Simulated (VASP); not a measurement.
# Ge (I4_1/amd) in VASP: further runs, part 3 of 3

VASP 6.6.1.

## Step 6: Single point, PBEsol+D3(BJ)

This run uses another cell than the first one, of 17.69 Å³/atom, 0.955 times its volume.

File INCAR:

```
SYSTEM = Ge
  PREC = Accurate
  ENCUT = 520
  EDIFF = 1E-7
  ISMEAR = -1
  SIGMA = 0.05
  LREAL = .False.
  LASPH = .True.
  NELM = 60
  ALGO = Normal
  ISIF = 2
  LWAVE = .False.
  LCHARG = .False.
  GGA = PS
  IVDW = 12
  NBANDS = 21
```

File KPOINTS:

```
regular mesh
0
Gamma
  11 11 11
  0 0 0
```

File POSCAR:

```
Ge
1.0
   -2.5366571168      2.5366571168      1.3747458226
    2.5366571168     -2.5366571168      1.3747458226
    2.5366571168      2.5366571168     -1.3747458226
Ge
2
Direct
    0.5000000000      0.5000000000      0.0000000000
    0.2500000000      0.7500000000      0.5000000000
```

Potentials or basis: VASP PAW PBE potentials, release 64 (Ge_d).

On the command line:

```sh
cat potpaw_PBE.64/Ge_d/POTCAR > POTCAR
mpirun -np 1 vasp_std > vasp.out
```

OUTCAR:

```text
SYSTEM = Ge
   PREC = Accurate
   ENCUT = 520
   EDIFF = 1E-7
   ISMEAR = -1
   LREAL = .False.
   LASPH = .True.
   NELM = 60
   ISIF = 2
   GGA = PS
   IVDW = 12
 IVDW          = 12

 ion  position               nearest neighbor table
   1  0.500  0.500  0.000-   2 2.63   2 2.63   2 2.63   2 2.63
   2  0.250  0.750  0.500-   1 2.63   1 2.63   1 2.63   1 2.63

  LATTYP: Found a body centered tetragonal cell.
 ALAT       =     5.0733142336
 C/A-ratio  =     0.5419517733

  Lattice vectors:

 A1 = (  -2.5366571168,   2.5366571168,   1.3747458226)
 A2 = (   2.5366571168,  -2.5366571168,   1.3747458226)
 A3 = (   2.5366571168,   2.5366571168,  -1.3747458226)

Analysis of symmetry for initial positions (statically):
=====================================================================
 Subroutine PRICEL returns:
 Original cell was already a primitive cell.

 Routine SETGRP: Setting up the symmetry group for a
 body centered tetragonal supercell.

 Subroutine GETGRP returns: Found 16 space group operations
 (whereof  8 operations were pure point group operations)
 out of a pool of 16 trial point group operations.

The static configuration has the point symmetry D_2d.
 The point group associated with its full space group is D_4h.

Analysis of symmetry for dynamics (positions and initial velocities):
=====================================================================
 Subroutine PRICEL returns:
 Original cell was already a primitive cell.

 Routine SETGRP: Setting up the symmetry group for a
 body centered tetragonal supercell.

 Subroutine GETGRP returns: Found 16 space group operations
 (whereof  8 operations were pure point group operations)
 out of a pool of 16 trial point group operations.

The dynamic configuration has the point symmetry D_2d.
 The point group associated with its full space group is D_4h.

 Subroutine INISYM returns: Found 16 space group operations
 (whereof  8 operations are pure point group operations),
 and found     1 'primitive' translations

----------------------------------------------------------------------------------------

                                     Primitive cell

  volume of cell :      35.3839

  direct lattice vectors                    reciprocal lattice vectors
    -2.536657117  2.536657117  1.374745823     0.000000000  0.197109809  0.363703597
     2.536657117 -2.536657117  1.374745823     0.197109809  0.000000000  0.363703597
     2.536657117  2.536657117 -1.374745823     0.197109809  0.197109809  0.000000000

  length of vectors
     3.841768438  3.841768438  3.841768438     0.413681741  0.413681741  0.278755365

  position of ions in fractional coordinates (direct lattice)
     0.500000000  0.500000000  0.000000000
     0.250000000  0.750000000  0.500000000

  ion indices of the primitive-cell ions
   primitive index   ion index
                 1           1
                 2           2

----------------------------------------------------------------------------------------

 KPOINTS: regular mesh

Automatic generation of k-mesh.
 Grid dimensions read from file:
 generate k-points for:   11   11   11

 Generating k-lattice:

  Cartesian coordinates                     Fractional coordinates (reciprocal lattice)
     0.000000000  0.017919074  0.033063963     0.090909091  0.000000000 -0.000000000
     0.017919074  0.000000000  0.033063963     0.000000000  0.090909091 -0.000000000
     0.017919074  0.017919074  0.000000000     0.000000000  0.000000000  0.090909091

  Length of vectors
     0.037607431  0.037607431  0.025341397

  Shift w.r.t. Gamma in fractional coordinates (k-lattice)
     0.000000000  0.000000000  0.000000000

 Subroutine IBZKPT returns following result:
 ===========================================

 Found    126 irreducible k-points:

 Following reciprocal coordinates:
            Coordinates               Weight
  0.000000  0.000000  0.000000      1.000000
  0.090909  0.000000  0.000000      8.000000
  0.181818  0.000000 -0.000000      8.000000
  0.272727  0.000000  0.000000      8.000000
  0.363636  0.000000 -0.000000      8.000000
  0.454545  0.000000 -0.000000      8.000000
[... 16 lines left out ...]
 -0.272727  0.181818 -0.000000     16.000000
 -0.181818  0.181818  0.000000      4.000000
 [... further k-points ...]
   k-points           NKPTS =    126   k-points in BZ     NKDIM =    126   number of bands    NBANDS=     21
   number of dos      NEDOS =    301   number of ions     NIONS =      2
   total plane-waves  NPLWV =  27000
   dimension x,y,z NGX =    30 NGY =   30 NGZ =   30
   dimension x,y,z NGXF=    60 NGYF=   60 NGZF=   60
   ions per type =               2
   NGX,Y,Z   is equivalent  to a cutoff of  12.98, 12.98, 12.98 a.u.
   NGXF,Y,Z  is equivalent  to a cutoff of  25.96, 25.96, 25.96 a.u.
 SYSTEM =  Ge
   PREC   = accura    normal or accurate (medium, high low for compatibility)
   ISTART =      0    job   : 0-new  1-cont  2-samecut
   ICHARG =      2    charge: 1-file 2-atom 10-const
   ISPIN  =      1    spin polarized calculation?
   LNONCOLLINEAR =      F non collinear calculations
   LSORBIT =      F    spin-orbit coupling
   LASPH  =      T    aspherical Exc in radial PAW
   ENCUT  =  520.0 eV  38.22 Ry    6.18 a.u.   7.14  7.14  7.14*2*pi/ulx,y,z
   NELM   =     60;   NELMIN=  2; NELMDL= -5     # of ELM steps
   EDIFF  = 0.1E-06   stopping-criterion for ELM
   LREAL  =      F    real-space projection
   EDIFFG = 0.1E-05   stopping-criterion for IOM
   NSW    =      0    number of steps for IOM
   IBRION =     -1    ionic relax: 0-MD 1-quasi-New 2-CG
   NFREE  =      0    steps in history (QN), initial steepest desc. (CG)
   ISIF   =      2    stress and relaxation
   ISYM   =      2    0-nonsym 1-usesym 2-fastsym
   POTIM  = 0.5000    time-step for ionic-motion
   TEBEG  =    0.0;   TEEND  =   0.0 temperature during run
   PSTRESS=    0.0 pullay stress
   NELECT =      28.0000    total number of electrons
   NUPDOWN=      -1.0000    fix difference up-down
   EMIN   =  10.00;   EMAX   =-10.00  energy-range for DOS
   EFERMI =   0.00;   METHOD = LEGACY
   ISMEAR =    -1;   SIGMA  =   0.05  broadening in eV -4-tet -1-fermi 0-gaus
   EFERMI_NEDOS =   21; number of points for ismear=-14 and -15
   IALGO  =     38    algorithm
   IMIX   =      4    mixing-type and parameters
     AMIX     =   0.40;   BMIX     =  1.00
     AMIX_MAG =   1.60;   BMIX_MAG =  1.00
  volume/ion in A,a.u.               =      17.69       119.39
  Fermi-wavevector in a.u.,A,eV,Ry     =   1.514231  2.861482 31.196747  2.292896
  Thomas-Fermi vector in A             =   2.623916
   LORBIT       =      0    0 simple, 1 ext, 2 COOP (PROOUT), +10 PAW based schemes
   GGA     = PS    functional components
   LHFCALC =     F    Hartree Fock is set to
   AEXX    =    0.0000 exact exchange contribution
   IVDW    =    12    specifies the selected vdW correction
   LEPSILON=     F    determine dielectric tensor
   LRPA    =     F    only Hartree local field effects (RPA)
 non-spin polarized calculation
  energy-cutoff  :      520.00
  volume of cell :       35.38
 maximum number of plane-waves:       967
 NGX is ok and might be reduce to    30
   NGX = 15   NGY = 15   NGZ = 15

 number of electron      27.9999990 magnetization

 Free energy of the ion-electron system (eV)
  ---------------------------------------------------
  ext. energy  EPLUGINS =         0.00000000
  ---------------------------------------------------
  free energy    TOTEN  =        -9.52749912 eV

  energy without entropy =       -9.51953017  energy(sigma->0) =       -9.52351465

 E-fermi :   7.2234     XC(G=0): -11.7043

 val. band max:        7.2171136355   @ k =  -0.1818  -0.4545   0.0909
 cond. band min:       7.2304478051   @ k =  -0.1818  -0.1818   0.0909
 fundamental gap:      0.0133341696
 Fermi energy:         7.2234081975

 k-point     1 :       0.0000    0.0000    0.0000
  band No.  band energies     occupation
      1     -17.5410      2.00000
      2     -17.4907      2.00000
      3     -17.4575      2.00000
      4     -17.4557      2.00000
      5     -17.3312      2.00000
      6     -17.3312      2.00000
[... 13 lines left out ...]
     20      18.9694      0.00000
     21      19.9655      0.00000
[... 529 lines left out ...]
 k-point    24 :      -0.1818    0.1818    0.0000
  band No.  band energies     occupation
      1     -17.5213      2.00000
      2     -17.4939      2.00000
      3     -17.4661      2.00000
      4     -17.4394      2.00000
      5     -17.3405      2.00000
      6     -17.3224      2.00000
[... 13 lines left out ...]
     20      19.6874      0.00000
     21      20.1663      0.00000

 [... further k-points ...]

------------------------ aborting loop because EDIFF is reached ----------------------------------------

 Edisp (eV)   -0.69766

 E8    (eV) :    -0.4656

  FORCE on cell =-STRESS in cart. coord.  units (eV):
  Direction    XX          YY          ZZ          XY          YZ          ZX
  --------------------------------------------------------------------------------------
  -------------------------------------------------------------------------------------
  Total      -0.00144    -0.00144     0.00398     0.00000     0.00000     0.00000
  in kB      -0.06501    -0.06501     0.18026     0.00000     0.00000     0.00000
  external pressure =        0.02 kB  Pullay stress =        0.00 kB

 VOLUME and BASIS-vectors are now :
 -----------------------------------------------------------------------------
  energy-cutoff  :      520.00
  volume of cell :       35.38
      direct lattice vectors                 reciprocal lattice vectors
    -2.536657117  2.536657117  1.374745823     0.000000000  0.197109809  0.363703597
     2.536657117 -2.536657117  1.374745823     0.197109809  0.000000000  0.363703597
     2.536657117  2.536657117 -1.374745823     0.197109809  0.197109809  0.000000000

 POSITION                                       TOTAL-FORCE (eV/Angst)
 -----------------------------------------------------------------------------------
      0.00000      0.00000      1.37475         0.000000      0.000000      0.000000
      2.53666      0.00000      0.68737        -0.000000     -0.000000     -0.000000
 -----------------------------------------------------------------------------------
    total drift:                                0.000000     -0.000000      0.000000

  FREE ENERGIE OF THE ION-ELECTRON SYSTEM (eV)
  ---------------------------------------------------
  free  energy   TOTEN  =       -10.2251546375 eV

  energy  without entropy=      -10.2171856796  energy(sigma->0) =      -10.22117016
```

It took 75 s on 1 thread of Intel Xeon Platinum 8488C (Sapphire Rapids), shared host; peak memory 0.22 GiB.

Results:

```yaml
Free_energy: -10.2252 eV
Pressure: 0.0 GPa
Band_gap_on_the_k_mesh: zero (band 14 reaches 9.03 eV, above the bottom of band 15 at 4.02 eV)
Dispersion_energy_per_atom: -0.349 eV
```

Caveat: the PAW data sets were made with another functional, which shifts forces and pressure a little; pairwise dispersion overbinds metals, which lowers pressure and volume.

## Step 7: Summary

```csv
level,potentials or basis,spin,cell,k mesh,smearing,gap on the mesh (eV),pressure (GPa),moment (μB)
PBE,"VASP PAW PBE potentials, release 64 (Ge_d)","non-collinear, zero start, SOC","a = 3.900 Å, angles 97.4, 97.4, 138.0°, 2 atoms",8 × 8 × 8,fermi-dirac 0.05 eV,-,3.1,0.00
LDA,"VASP PAW LDA potentials, release 64 (Ge_d)","non-collinear, zero start, SOC","a = 3.900 Å, angles 97.4, 97.4, 138.0°, 2 atoms",8 × 8 × 8,fermi-dirac 0.05 eV,-,-2.5,0.00
PBE,"VASP PAW PBE potentials, release 64 (Ge_d)",off,"a = 3.900 Å, angles 97.4, 97.4, 138.0°, 2 atoms",6 × 6 × 6,fermi-dirac 0.02 eV,none,2.8,-
PBEsol,"VASP PAW PBE potentials, release 64 (Ge_d)",off,"a = 3.900 Å, angles 97.4, 97.4, 138.0°, 2 atoms",8 × 8 × 8,fermi-dirac 0.05 eV,none,-0.8,-
PBEsol+D3(BJ),"VASP PAW PBE potentials, release 64 (Ge_d)",off,"a = 3.842 Å, angles 97.4, 97.4, 138.1°, 2 atoms",11 × 11 × 11,fermi-dirac 0.05 eV,none,0.0,-
```

Alike in all rows: task single point; cutoff (eV) 520.

Caveats: some runs use coarse meshes; the PAW data sets were made with another functional, which shifts forces and pressure a little (some runs); pairwise dispersion overbinds metals, which lowers pressure and volume (some runs).

Total energies depend on the potentials used, so only differences within one code and one set of settings carry meaning.
